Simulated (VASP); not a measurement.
Here is a VASP 6.6.1 calculation.

INCAR

```
SYSTEM = I
PREC = Accurate
ENCUT = 500
EDIFF = 1E-6
ISMEAR = 0
SIGMA = 0.1
LREAL = .False.
LASPH = .True.
NELM = 120
ALGO = Normal
ISIF = 2
LWAVE = .False.
LCHARG = .False.
GGA = PE
NBANDS = 10
GGA_COMPAT = .False.
```

Contents of KPOINTS:

```
Automatic mesh
0
Gamma
  6 6 6
  0 0 0
```

The input POSCAR:

```
I
1.0
    0.0000000000      2.6958473558      4.4556688406
    2.4982913588      0.0000000000      4.4556688406
    2.4982913588      2.6958473558      0.0000000000
I
1
Direct
    0.0000000000      0.0000000000      0.0000000000
```

Potentials or basis: VASP PAW PBE potentials, release 64 (I).

Command:

```bash
$ cat potpaw_PBE.64/I/POTCAR > POTCAR
$ mpirun -np 1 vasp_std > vasp.out
```

(1) Predict the pressure.

Answers

(1) -3.0 GPa.

Caveat: an odd number of electrons without spin polarisation forces a metal; a magnetic or distorted state may lie lower.
